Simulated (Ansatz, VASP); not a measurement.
Ir in VASP and in Ansatz

File INCAR:

```
SYSTEM = Ir
  ALGO = Fast
  EDIFF = 1E-6
  EDIFFG = -0.01
  ENCUT = 600
  GGA = PS
  IBRION = 2
  ISIF = 3
  ISMEAR = 0
  LASPH = .True.
  LCHARG = .False.
  LREAL = .False.
  LWAVE = .False.
  NELM = 80
  NSW = 80
  PREC = Accurate
  SIGMA = 0.1
```

File KPOINTS:

```
k-points
0
Gamma
  14 14 14
  0 0 0
```

Contents of POSCAR:

```
Ir
1.0
    0.0000000000      2.7547385723      2.7547385723
    2.7547385723      0.0000000000      2.7547385723
    2.7547385723      2.7547385723      0.0000000000
Ir
2
Direct
    0.0000000000      0.0000000000      0.0000000000
    0.2500000000      0.2500000000      0.2500000000
```

Input for Ansatz:

```yaml
crystal:
  lattice:
    - [0.0, 2.7547385723, 2.7547385723]
    - [2.7547385723, 0.0, 2.7547385723]
    - [2.7547385723, 2.7547385723, 0.0]
  atoms:
    - { symbol: Ir, position: [0.0, 0.0, 0.0] }
    - { symbol: Ir, position: [0.25, 0.25, 0.25] }
basis:
  ecutwfc: 420
kpoints:
  mp_grid: { grid: [14, 14, 14] }
hamiltonian:
  xc: pbesol
scf:
  occupations: { method: gaussian, width: 0.1 }
output:
  forces: true
  stress: true
  eigenvalues: true
relax:
  adjacent_minimum: "off"
  f_tol: 0.01
  max_steps: 60
  cell: { stress_tol: 0.1 }
```

Alike in both runs: task relaxation of cell and atoms; functional PBEsol; k mesh 14 × 14 × 14; occupations gaussian, width 0.1 eV; no spin polarisation.

|  | VASP | Ansatz |
| --- | --- | --- |
| version | VASP 6.6.1 | Ansatz 0.2.0 |
| potentials or method | VASP PAW PBE potentials, release 64 (Ir), cutoff 600 eV | scalar-relativistic, plane waves, PAW |
| valence electrons in the cell | 18 | 34 |

VASP gave:

| Quantity | Value |
| --- | --- |
| gap on the k mesh at the Fermi level, each at its own relaxed structure (eV) | none |
| relaxed volume (Å³/atom) | 20.83 |
| relaxed cell length with the largest relative difference (Å) | 3.891 |

Task: Which values does Ansatz return?

Result: gap on the k mesh at the Fermi level, each at its own relaxed structure (eV): none; relaxed volume (Å³/atom): 20.85; relaxed cell length with the largest relative difference (Å): 3.893.

VASP's potentials were made for PBE, not for PBEsol. A gap of «none» marks a metal or a gap that the smearing closes. VASP's potentials hold 18 valence electrons a cell and Ansatz's 34, so a difference there can come from the potentials and not from the codes.

Neither program's run includes spin-orbit coupling.
